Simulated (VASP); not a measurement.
# InSb3 (I4/mmm) in VASP: further runs, part 2 of 2

VASP 6.6.1. Earlier steps stand in the parts before.

**5. Single point, LDA**

This run uses another cell than the first one, of the same volume but with other edges.

File INCAR:

```
  ALGO = Normal
  EDIFF = 1E-6
  ENCUT = 500
  GGA_COMPAT = False
  ISIF = 2
  ISMEAR = -1
  LASPH = True
  LCHARG = False
  LREAL = False
  LWAVE = False
  NBANDS = 22
  NELM = 120
  PREC = Accurate
  SIGMA = 0.02
```

File KPOINTS:

```
k-points
0
Gamma
  4 4 4
```

File POSCAR:

```
InSb3
1.0
    0.0000000000      3.8704461000      3.6472078047
    3.8704461000      0.0000000000      3.6472078047
    3.8704461000      3.8704461000      0.0000000000
In Sb
1 3
Direct
    0.0000000000      0.0000000000      0.0000000000
    0.2500000000      0.2500000000      0.2500000000
    0.7500000000      0.7500000000      0.7500000000
    0.5000000000      0.5000000000      0.5000000000
```

Potentials or basis: VASP PAW LDA potentials, release 64 (In_d, Sb).

Command:

```
> cat potpaw_LDA.64/In_d/POTCAR potpaw_LDA.64/Sb/POTCAR > POTCAR
> mpirun -np 1 vasp_std > vasp.out
```

OUTCAR:

```text
EDIFF = 1E-6
   ENCUT = 500
   ISIF = 2
   ISMEAR = -1
   LASPH = True
   LREAL = False
   NELM = 120
   PREC = Accurate

 ion  position               nearest neighbor table
   1  0.000  0.000  0.000-   3 3.29   2 3.29   3 3.29   2 3.29   3 3.29   3 3.29   2 3.29   2 3.29
                             4 3.65   4 3.65   4 3.87   4 3.87   4 3.87   4 3.87
   2  0.250  0.250  0.250-   1 3.29   4 3.29   1 3.29   1 3.29   4 3.29   1 3.29   4 3.29   4 3.29
                             3 3.65   3 3.65
   3  0.750  0.750  0.750-   4 3.29   1 3.29   4 3.29   1 3.29   4 3.29   4 3.29   1 3.29   1 3.29
                             2 3.65   2 3.65
   4  0.500  0.500  0.500-   2 3.29   3 3.29   2 3.29   2 3.29   3 3.29   2 3.29   3 3.29   3 3.29
                             1 3.65   1 3.65   1 3.87   1 3.87   1 3.87   1 3.87

  LATTYP: Found a body centered tetragonal cell.
 ALAT       =     5.4736373671
 C/A-ratio  =     1.3326450256

  Lattice vectors:

 A1 = (   0.0000000000,  -3.8704461000,  -3.6472078047)
 A2 = (   0.0000000000,   3.8704461000,  -3.6472078047)
 A3 = (   3.8704461000,   0.0000000000,   3.6472078047)

Analysis of symmetry for initial positions (statically):
=====================================================================
 Subroutine PRICEL returns:
 Original cell was already a primitive cell.

 Routine SETGRP: Setting up the symmetry group for a
 body centered tetragonal supercell.

 Subroutine GETGRP returns: Found 16 space group operations
 (whereof 16 operations were pure point group operations)
 out of a pool of 16 trial point group operations.

The static configuration has the point symmetry D_4h.

Analysis of symmetry for dynamics (positions and initial velocities):
=====================================================================
 Subroutine PRICEL returns:
 Original cell was already a primitive cell.

 Routine SETGRP: Setting up the symmetry group for a
 body centered tetragonal supercell.

 Subroutine GETGRP returns: Found 16 space group operations
 (whereof 16 operations were pure point group operations)
 out of a pool of 16 trial point group operations.
[... 114 lines left out ...]
  volume/ion in A,a.u.               =      27.32       184.35
  Fermi-wavevector in a.u.,A,eV,Ry     =   1.039816  1.964968 14.710866  1.081218
  Thomas-Fermi vector in A             =   2.174364
   LORBIT       =      0    0 simple, 1 ext, 2 COOP (PROOUT), +10 PAW based schemes
   GGA     = CA    functional components
   LHFCALC =     F    Hartree Fock is set to
   AEXX    =    0.0000 exact exchange contribution
   IVDW    =     0    specifies the selected vdW correction
   LEPSILON=     F    determine dielectric tensor
   LRPA    =     F    only Hartree local field effects (RPA)
 non-spin polarized calculation
  energy-cutoff  :      500.00
  volume of cell :      109.27
 maximum number of plane-waves:      2786
 NGX is ok and might be reduce to    40

 number of electron      27.9999994 magnetization

 Free energy of the ion-electron system (eV)
  ---------------------------------------------------
  ext. energy  EPLUGINS =         0.00000000
  ---------------------------------------------------
  free energy    TOTEN  =       -16.79099323 eV

  energy without entropy =      -16.78129388  energy(sigma->0) =      -16.78614356

 E-fermi :   7.6735     XC(G=0): -10.3178

 val. band max:        7.6587456212   @ k =   0.5000   0.0000   0.2500
 cond. band min:       7.8326967663   @ k =   0.5000   0.5000   0.0000
 fundamental gap:      0.1739511451
 Fermi energy:         7.6735169975

 k-point     1 :       0.0000    0.0000    0.0000
  band No.  band energies     occupation
      1      -6.6673      2.00000
      2      -6.6654      2.00000
      3      -6.6654      2.00000
      4      -6.6367      2.00000
      5      -6.6348      2.00000
      6      -4.4540      2.00000
[... 314 lines left out ...]
     21      11.5620      0.00000
     22      15.9673      0.00000

------------------------ aborting loop because EDIFF is reached ----------------------------------------

  FORCE on cell =-STRESS in cart. coord.  units (eV):
  Direction    XX          YY          ZZ          XY          YZ          ZX
  --------------------------------------------------------------------------------------
  -------------------------------------------------------------------------------------
  Total       -3.7673759     -3.7673759     -3.2274227      0.0000000      0.0000000      0.0000000
  in kB      -55.2378785    -55.2378785    -47.3209961      0.0000000      0.0000000      0.0000000
  external PRESSURE =     -52.5989177 kB  Pullay stress =       0.0000000 kB

 VOLUME and BASIS-vectors are now :
 -----------------------------------------------------------------------------
  energy-cutoff  :      500.00
  volume of cell :      109.27
      direct lattice vectors                 reciprocal lattice vectors
     0.000000000  3.870446100  3.647207805    -0.129184075  0.129184075  0.137091174
     3.870446100  0.000000000  3.647207805     0.129184075 -0.129184075  0.137091174
     3.870446100  3.870446100  0.000000000     0.129184075  0.129184075 -0.137091174

 POSITION                                       TOTAL-FORCE (eV/Angst)
 -----------------------------------------------------------------------------------
      0.00000      0.00000      0.00000         0.000000      0.000000     -0.000000
      1.93522      1.93522      1.82360        -0.000000      0.000000      0.000000
      5.80567      5.80567      5.47081         0.000000     -0.000000     -0.000000
      3.87045      3.87045      3.64721         0.000000      0.000000     -0.000000
 -----------------------------------------------------------------------------------
    total drift:                               -0.000000      0.000000      0.000000

  FREE ENERGIE OF THE ION-ELECTRON SYSTEM (eV)
  ---------------------------------------------------
  free  energy   TOTEN  =       -16.7909932345 eV

  energy  without entropy=      -16.7812938779  energy(sigma->0) =      -16.78614356
```

OSZICAR:

```text
N       E                     dE             d eps       ncg     rms          rms(c)
DAV:   1     0.193914941459E+03    0.19391E+03   -0.10702E+04   572   0.113E+03
DAV:   2    -0.186645886947E+00   -0.19410E+03   -0.18698E+03   626   0.286E+02
DAV:   3    -0.162940733184E+02   -0.16107E+02   -0.15697E+02   742   0.883E+01
DAV:   4    -0.168399204075E+02   -0.54585E+00   -0.54358E+00   652   0.169E+01
DAV:   5    -0.168642306242E+02   -0.24310E-01   -0.24307E-01   870   0.382E+00    0.381E+00
DAV:   6    -0.168056039252E+02    0.58627E-01   -0.91108E-02   740   0.336E+00    0.209E+00
DAV:   7    -0.167922693840E+02    0.13335E-01   -0.26780E-02   746   0.123E+00    0.484E-01
DAV:   8    -0.167910653624E+02    0.12040E-02   -0.19206E-03   652   0.300E-01    0.108E-01
DAV:   9    -0.167909961554E+02    0.69207E-04   -0.16014E-04   728   0.117E-01    0.305E-02
DAV:  10    -0.167909933205E+02    0.28349E-05   -0.18634E-05   664   0.319E-02    0.117E-02
DAV:  11    -0.167909932345E+02    0.86044E-07   -0.32820E-06   598   0.185E-02
   1 F= -.16790993E+02 E0= -.16786144E+02  d E =-.969936E-02
```

Wall time 41 s (1 thread of Intel Xeon 8259CL, shared host); peak memory 0.2 GiB.

Results:

```yaml
Free_energy: -16.7910 eV
Pressure: -5.3 GPa
Band_gap_on_the_k_mesh: zero (bands 14 and 15 overlap by 3.58 eV)
```

Stress tensor (GPa, compression positive):
```
-5.52  0.00  0.00
 0.00 -5.52  0.00
 0.00  0.00 -4.73
```

Caveat: the cell stands under tension; spin-orbit coupling is left out, which moves the levels of the heavy elements.

**6. Single point, LDA**

This run uses another cell than the first one, of the same volume but with other edges.

File INCAR:

```
  PREC = Accurate
  ENCUT = 500
  EDIFF = 1E-6
  ISMEAR = -1
  SIGMA = 0.02
  LREAL = F
  LASPH = T
  NELM = 120
  ALGO = Normal
  ISIF = 2
  LWAVE = F
  LCHARG = F
  GGA = CA
  NBANDS = 22
  GGA_COMPAT = F
```

File KPOINTS:

```
regular mesh
0
Gamma
  4 4 4
```

File POSCAR:

```
InSb3
1.0
    0.0000000000      3.9083916500      3.5767320200
    3.9083916500      0.0000000000      3.5767320200
    3.9083916500      3.9083916500      0.0000000000
In Sb
1 3
Direct
    0.0000000000      0.0000000000      0.0000000000
    0.2500000000      0.2500000000      0.2500000000
    0.7500000000      0.7500000000      0.7500000000
    0.5000000000      0.5000000000      0.5000000000
```

Potentials or basis: VASP PAW LDA potentials, release 64 (In_d, Sb).

Command:

```
> cat potpaw_LDA.64/In_d/POTCAR potpaw_LDA.64/Sb/POTCAR > POTCAR
> mpirun -np 1 vasp_std > vasp.out
```

OUTCAR:

```text
PREC = Accurate
   ENCUT = 500
   EDIFF = 1E-6
   ISMEAR = -1
   LREAL = F
   LASPH = T
   NELM = 120
   ISIF = 2
   GGA = CA

 ion  position               nearest neighbor table
   1  0.000  0.000  0.000-   3 3.29   3 3.29   3 3.29   2 3.29   3 3.29   2 3.29   2 3.29   2 3.29
                             4 3.58   4 3.58
   2  0.250  0.250  0.250-   1 3.29   1 3.29   1 3.29   1 3.29   4 3.29   4 3.29   4 3.29   4 3.29
                             3 3.58   3 3.58
   3  0.750  0.750  0.750-   4 3.29   4 3.29   4 3.29   1 3.29   4 3.29   1 3.29   1 3.29   1 3.29
                             2 3.58   2 3.58
   4  0.500  0.500  0.500-   2 3.29   2 3.29   2 3.29   2 3.29   3 3.29   3 3.29   3 3.29   3 3.29
                             1 3.58   1 3.58

  LATTYP: Found a body centered tetragonal cell.
 ALAT       =     5.5273004785
 C/A-ratio  =     1.2942057462

  Lattice vectors:

 A1 = (   0.0000000000,  -3.9083916500,  -3.5767320200)
 A2 = (   0.0000000000,   3.9083916500,  -3.5767320200)
 A3 = (   3.9083916500,   0.0000000000,   3.5767320200)

Analysis of symmetry for initial positions (statically):
[... 164 lines left out ...]

 E-fermi :   7.6720     XC(G=0): -10.3171

 val. band max:        7.6719293320   @ k =   0.5000   0.5000   0.0000
 cond. band min:       7.7994117813   @ k =  -0.2500   0.2500   0.0000
 fundamental gap:      0.1274824493
 Fermi energy:         7.6720103309

 k-point     1 :       0.0000    0.0000    0.0000
  band No.  band energies     occupation
      1      -6.6501      2.00000
      2      -6.6501      2.00000
      3      -6.6485      2.00000
      4      -6.6257      2.00000
      5      -6.6156      2.00000
      6      -4.4595      2.00000
[... 314 lines left out ...]
     21      11.3807      0.00000
     22      16.1365      0.00000

------------------------ aborting loop because EDIFF is reached ----------------------------------------

  FORCE on cell =-STRESS in cart. coord.  units (eV):
  Direction    XX          YY          ZZ          XY          YZ          ZX
  --------------------------------------------------------------------------------------
  -------------------------------------------------------------------------------------
  Total       -3.5301745     -3.5301745     -3.3222115      0.0000000     -0.0000000      0.0000000
  in kB      -51.7599927    -51.7599927    -48.7108053      0.0000000     -0.0000000      0.0000000
  external PRESSURE =     -50.7435969 kB  Pullay stress =       0.0000000 kB

 VOLUME and BASIS-vectors are now :
 -----------------------------------------------------------------------------
  energy-cutoff  :      500.00
  volume of cell :      109.27
      direct lattice vectors                 reciprocal lattice vectors
     0.000000000  3.908391650  3.576732020    -0.127929861  0.127929861  0.139792413
     3.908391650  0.000000000  3.576732020     0.127929861 -0.127929861  0.139792413
     3.908391650  3.908391650  0.000000000     0.127929861  0.127929861 -0.139792413

 POSITION                                       TOTAL-FORCE (eV/Angst)
 -----------------------------------------------------------------------------------
      0.00000      0.00000      0.00000         0.000000      0.000000     -0.000000
      1.95420      1.95420      1.78837        -0.000000     -0.000000     -0.000000
      5.86259      5.86259      5.36510         0.000000      0.000000      0.000000
      3.90839      3.90839      3.57673         0.000000      0.000000     -0.000000
 -----------------------------------------------------------------------------------
    total drift:                               -0.000000      0.000000      0.000000

  FREE ENERGIE OF THE ION-ELECTRON SYSTEM (eV)
  ---------------------------------------------------
  free  energy   TOTEN  =       -16.7938304211 eV

  energy  without entropy=      -16.7887281502  energy(sigma->0) =      -16.79127929
```

OSZICAR:

```text
N       E                     dE             d eps       ncg     rms          rms(c)
DAV:   1     0.190500184671E+03    0.19050E+03   -0.10802E+04   572   0.115E+03
DAV:   2    -0.183228482438E+01   -0.19233E+03   -0.18707E+03   650   0.286E+02
DAV:   3    -0.163589096046E+02   -0.14527E+02   -0.14088E+02   728   0.816E+01
DAV:   4    -0.168434953232E+02   -0.48459E+00   -0.48329E+00   676   0.166E+01
DAV:   5    -0.168657767445E+02   -0.22281E-01   -0.22276E-01   812   0.344E+00    0.382E+00
DAV:   6    -0.168087860148E+02    0.56991E-01   -0.87594E-02   748   0.323E+00    0.209E+00
DAV:   7    -0.167950647172E+02    0.13721E-01   -0.34223E-02   754   0.143E+00    0.377E-01
DAV:   8    -0.167939095655E+02    0.11552E-02   -0.29837E-03   714   0.479E-01    0.114E-01
DAV:   9    -0.167938540645E+02    0.55501E-04   -0.52842E-04   652   0.140E-01    0.452E-02
DAV:  10    -0.167938313170E+02    0.22747E-04   -0.65941E-05   728   0.770E-02    0.201E-02
DAV:  11    -0.167938300833E+02    0.12337E-05   -0.11956E-05   666   0.167E-02    0.869E-03
DAV:  12    -0.167938304211E+02   -0.33787E-06   -0.23933E-06   620   0.772E-03
   1 F= -.16793830E+02 E0= -.16791279E+02  d E =-.510227E-02
```

stdout:

```text
POSCAR found type information on POSCAR InSb
 POSCAR found :  2 types and       4 ions
 scaLAPACK will be used
 LDA part: xc-table for (Slater(with rela. corr.)+CA(PZ))
 , standard interpolation
 POSCAR, INCAR and KPOINTS ok, starting setup
 FFT: planning ... GRIDC
 FFT: planning ... GRID_SOFT
 FFT: planning ... GRID
 WAVECAR not read
 entering main loop
```

Wall time 39 s (1 thread of Intel Xeon 8259CL, shared host); peak memory 0.2 GiB.

Results:

| Quantity | Value |
| --- | --- |
| Free energy | -16.7938 eV |
| Pressure | -5.1 GPa |
| Band gap on the k mesh | zero (bands 14 and 15 overlap by 3.36 eV) |

Stress tensor (GPa, compression positive):
```
-5.18  0.00  0.00
 0.00 -5.18  0.00
 0.00  0.00 -4.87
```

Caveat: the cell stands under tension; spin-orbit coupling is left out, which moves the levels of the heavy elements.

**7. Summary**

```tsv
cell	gap on the mesh (eV)	pressure (GPa)
a = 5.460, b = 5.460, c = 5.205 Å, angles 61.5, 61.5, 56.9°, 4 atoms	none	-4.7
a = 5.426, b = 5.426, c = 5.259 Å, angles 61.0, 61.0, 58.0°, 4 atoms	none	-5.2
a = 5.341, b = 5.341, c = 5.420 Å, angles 59.5, 59.5, 61.0°, 4 atoms	none	-5.2
a = 5.318, b = 5.318, c = 5.474 Å, angles 59.0, 59.0, 61.9°, 4 atoms	none	-5.3
a = 5.298, b = 5.298, c = 5.527 Å, angles 58.6, 58.6, 62.9°, 4 atoms	none	-5.1
```

Alike in all rows: task single point; level LDA; potentials or basis VASP PAW LDA potentials, release 64 (In_d, Sb); no spin polarisation; k mesh 4 × 4 × 4; cutoff (eV) 500; smearing fermi-dirac 0.02 eV.

Caveats: the cell stands under tension; spin-orbit coupling is left out, which moves the levels of the heavy elements.

Total energies depend on the potentials used, so only differences within one code and one set of settings carry meaning.
